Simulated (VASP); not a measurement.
# Cl2SiH2 in VASP: single point with PBE

Aim: the single point of Cl2SiH2 with PBE.

Everything below comes from runs of VASP 6.6.1. Logs are shortened: lines on timing, memory, paths and dates and some standing lists are left out, and cuts for length are marked.

### Step 1. The cell of the first run

The cell holds a molecule in a box, 5 atoms: a = 12.000 Å, b = 12.000 Å, c = 12.000 Å, α = 90.00°, β = 90.00°, γ = 90.00°.

### Step 2. Single point, PBE (last atom moved by 0.05 Å along z)

The input, INCAR:

```
SYSTEM = SiH2Cl2
  GGA = PE
  ISMEAR = 0
  SIGMA = 0.03
  LWAVE = .False.
  LCHARG = .False.
  ISIF = 0
  PREC = Accurate
  LASPH = .True.
  LREAL = .False.
  ALGO = Normal
  EDIFF = 1E-8
  NELM = 120
  GGA_COMPAT = .False.
  ENCUT = 590
  EFERMI = MIDGAP
  NBANDS = 36
```

The input, KPOINTS:

```
k-points
0
Gamma
  1 1 1
```

The input, POSCAR:

```
SiH2Cl2
1.0
   12.0000000000      0.0000000000      0.0000000000
    0.0000000000     12.0000000000      0.0000000000
    0.0000000000      0.0000000000     12.0000000000
Cl Si H
2 1 2
Direct
    0.3997250000      0.4758583300      0.6250541700
    0.4194666700      0.6083750000      0.3806125000
    0.4974666700      0.5026666700      0.4885375000
    0.5154000000      0.3951250000      0.4316791700
    0.6024416700      0.5550250000      0.5295625000
```

Potentials or basis: VASP PAW PBE potentials, release 64 (Cl, Si, H).

Started as:

```sh
> cat potpaw_PBE.64/Cl/POTCAR potpaw_PBE.64/Si/POTCAR potpaw_PBE.64/H/POTCAR > POTCAR
> mpirun -np 1 vasp_gam > vasp.out
```

OUTCAR:

```text
SYSTEM = SiH2Cl2
   GGA = PE
   ISMEAR = 0
   ISIF = 0
   PREC = Accurate
   LASPH = .True.
   LREAL = .False.
   EDIFF = 1E-8
   NELM = 120
   ENCUT = 590
   EFERMI = MIDGAP

 ion  position               nearest neighbor table
   1  0.400  0.476  0.625-   3 2.04
   2  0.419  0.608  0.381-   3 2.04
   3  0.497  0.503  0.489-   4 1.48   5 1.49   2 2.04   1 2.04
   4  0.515  0.395  0.432-   3 1.48
   5  0.602  0.555  0.530-   3 1.49

  LATTYP: Found a simple cubic cell.
 ALAT       =    12.0000000000

  Lattice vectors:

 A1 = (  12.0000000000,   0.0000000000,   0.0000000000)
 A2 = (   0.0000000000,  12.0000000000,   0.0000000000)
 A3 = (   0.0000000000,   0.0000000000,  12.0000000000)

Analysis of symmetry for initial positions (statically):
=====================================================================
 Subroutine PRICEL returns:
 Original cell was already a primitive cell.

 Routine SETGRP: Setting up the symmetry group for a
 simple cubic supercell.

 Subroutine GETGRP returns: Found  1 space group operations
 (whereof  1 operations were pure point group operations)
 out of a pool of 48 trial point group operations.

The static configuration has the point symmetry C_1 .

Analysis of symmetry for dynamics (positions and initial velocities):
=====================================================================
 Subroutine PRICEL returns:
 Original cell was already a primitive cell.

 Routine SETGRP: Setting up the symmetry group for a
 simple cubic supercell.

 Subroutine GETGRP returns: Found  1 space group operations
 (whereof  1 operations were pure point group operations)
 out of a pool of 48 trial point group operations.

The dynamic configuration has the point symmetry C_1 .

 Subroutine INISYM returns: Found  1 space group operations
 (whereof  1 operations are pure point group operations),
 and found     1 'primitive' translations

----------------------------------------------------------------------------------------

                                     Primitive cell

  volume of cell :    1728.0000

  direct lattice vectors                    reciprocal lattice vectors
    12.000000000  0.000000000  0.000000000     0.083333333  0.000000000  0.000000000
     0.000000000 12.000000000  0.000000000     0.000000000  0.083333333  0.000000000
     0.000000000  0.000000000 12.000000000     0.000000000  0.000000000  0.083333333

[... 54 lines left out ...]
   NGXF,Y,Z  is equivalent  to a cutoff of  26.60, 26.60, 26.60 a.u.
 SYSTEM =  SiH2Cl2
   PREC   = accura    normal or accurate (medium, high low for compatibility)
   ISTART =      0    job   : 0-new  1-cont  2-samecut
   ICHARG =      2    charge: 1-file 2-atom 10-const
   ISPIN  =      1    spin polarized calculation?
   LNONCOLLINEAR =      F non collinear calculations
   LSORBIT =      F    spin-orbit coupling
   LASPH  =      T    aspherical Exc in radial PAW
   ENCUT  =  590.0 eV  43.36 Ry    6.59 a.u.  23.77 23.77 23.77*2*pi/ulx,y,z
   NELM   =    120;   NELMIN=  2; NELMDL= -5     # of ELM steps
   EDIFF  = 0.1E-07   stopping-criterion for ELM
   LREAL  =      F    real-space projection
   EDIFFG = 0.1E-06   stopping-criterion for IOM
   NSW    =      0    number of steps for IOM
   IBRION =     -1    ionic relax: 0-MD 1-quasi-New 2-CG
   NFREE  =      0    steps in history (QN), initial steepest desc. (CG)
   ISIF   =      0    stress and relaxation
   ISYM   =      2    0-nonsym 1-usesym 2-fastsym
   POTIM  = 0.5000    time-step for ionic-motion
   TEBEG  =    0.0;   TEEND  =   0.0 temperature during run

   SCALEE = 1.0000    scale energy and forces
   PSTRESS=    0.0 pullay stress
   NELECT =      20.0000    total number of electrons
   NUPDOWN=      -1.0000    fix difference up-down
   EMIN   =  10.00;   EMAX   =-10.00  energy-range for DOS
   EFERMI =   0.00;   METHOD = MIDGAP
   ISMEAR =     0;   SIGMA  =   0.03  broadening in eV -4-tet -1-fermi 0-gaus
   EFERMI_NEDOS =   21; number of points for ismear=-14 and -15
   IALGO  =     38    algorithm
   IMIX   =      4    mixing-type and parameters
     AMIX     =   0.40;   BMIX     =  1.00
     AMIX_MAG =   1.60;   BMIX_MAG =  1.00
  volume/ion in A,a.u.               =     345.60      2332.22
  Fermi-wavevector in a.u.,A,eV,Ry     =   0.370314  0.699792  1.865801  0.137133
  Thomas-Fermi vector in A             =   1.297595
   LORBIT       =      0    0 simple, 1 ext, 2 COOP (PROOUT), +10 PAW based schemes
   GGA     = PE    functional components
   LHFCALC =     F    Hartree Fock is set to
   AEXX    =    0.0000 exact exchange contribution
   IVDW    =     0    specifies the selected vdW correction
   LEPSILON=     F    determine dielectric tensor
   LRPA    =     F    only Hartree local field effects (RPA)

   CSHIFT  =0.1000    complex shift for real part using Kramers Kronig

   OMEGAMAX=  -1.0    maximum frequency
 non-spin polarized calculation
 Gauss-broadening in eV      SIGMA  =   0.03
  energy-cutoff  :      590.00
  volume of cell :     1728.00
 maximum number of plane-waves:     28058
 NGX is ok and might be reduce to    96
   NGX = 47   NGY = 47   NGZ = 47

 number of electron      20.0000000 magnetization

 Free energy of the ion-electron system (eV)
  ---------------------------------------------------
  ext. energy  EPLUGINS =         0.00000000
  ---------------------------------------------------
  free energy    TOTEN  =       -18.99164258 eV

  energy without entropy =      -18.99164258  energy(sigma->0) =      -18.99164258

 E-fermi :  -4.0963     XC(G=0):  -0.8292

 val. band max:       -7.3956875658   @ k =   0.0000   0.0000   0.0000
 cond. band min:      -0.7969955275   @ k =   0.0000   0.0000   0.0000
 fundamental gap:      6.5986920384
 Fermi energy:        -4.0963415467

 k-point     1 :       0.0000    0.0000    0.0000
  band No.  band energies     occupation
      1     -21.0529      2.00000
      2     -20.4549      2.00000
      3     -13.3508      2.00000
      4     -10.0091      2.00000
      5      -9.7863      2.00000
      6      -9.6877      2.00000
[... 14 lines left out ...]
     21       1.2164      0.00000
     22       1.6504      0.00000
 [bands above 22 left out]

------------------------ aborting loop because EDIFF is reached ----------------------------------------

 VOLUME and BASIS-vectors are now :
 -----------------------------------------------------------------------------
  energy-cutoff  :      590.00
  volume of cell :     1728.00
      direct lattice vectors                 reciprocal lattice vectors
    12.000000000  0.000000000  0.000000000     0.083333333  0.000000000  0.000000000
     0.000000000 12.000000000  0.000000000     0.000000000  0.083333333  0.000000000
     0.000000000  0.000000000 12.000000000     0.000000000  0.000000000  0.083333333

 POSITION                                       TOTAL-FORCE (eV/Angst)
 -----------------------------------------------------------------------------------
      4.79670      5.71030      7.50065        -0.174013     -0.066154      0.189054
      5.03360      7.30050      4.56735        -0.060212      0.138118     -0.142968
      5.96960      6.03200      5.86245         0.269427      0.082756      0.166737
      6.18480      4.74150      5.18015         0.045512     -0.111725     -0.074997
      7.22930      6.66030      6.35475        -0.080715     -0.042995     -0.137825
 -----------------------------------------------------------------------------------
    total drift:                                0.000050      0.000114      0.000190

  FREE ENERGIE OF THE ION-ELECTRON SYSTEM (eV)
  ---------------------------------------------------
  free  energy   TOTEN  =       -18.9916425770 eV

  energy  without entropy=      -18.9916425770  energy(sigma->0) =      -18.99164258
```

OSZICAR:

```text
N       E                     dE             d eps       ncg     rms          rms(c)
DAV:   1     0.203607136352E+03    0.20361E+03   -0.45303E+03    72   0.355E+02
DAV:   2     0.469101966335E+02   -0.15670E+03   -0.12741E+03   124   0.645E+01
DAV:   3    -0.160107925179E+02   -0.62921E+02   -0.62288E+02   100   0.474E+01
[... 22 lines left out ...]
DAV:  26    -0.189916424743E+02   -0.31603E-06    0.10286E-08    72   0.130E-04    0.149E-04
DAV:  27    -0.189916425345E+02   -0.60272E-07    0.12986E-08    80   0.673E-05    0.436E-05
DAV:  28    -0.189916425604E+02   -0.25812E-07    0.13734E-08    72   0.486E-05    0.382E-05
DAV:  29    -0.189916425718E+02   -0.11490E-07    0.13751E-08    72   0.278E-05    0.232E-05
DAV:  30    -0.189916425770E+02   -0.51409E-08    0.13777E-08    72   0.219E-05
   1 F= -.18991643E+02 E0= -.18991643E+02  d E =0.000000E+00
```

Wall time 3.2 min (1 thread of Intel Xeon 6975P-C (Granite Rapids), shared host); peak memory 1.4 GiB.

What came out:

* Free energy: -18.9916 eV
* Largest force: 0.327 eV/Å
* Gap between the frontier levels: 6.60 eV

Forces on the atoms (eV/Å):
```
Cl  -0.174 -0.066  0.189
Cl  -0.060  0.138 -0.143
Si   0.269  0.083  0.167
H    0.046 -0.112 -0.075
H   -0.081 -0.043 -0.138
```

Caveat: the cell differs from its parent crystal (last atom moved by 0.05 Å along z).
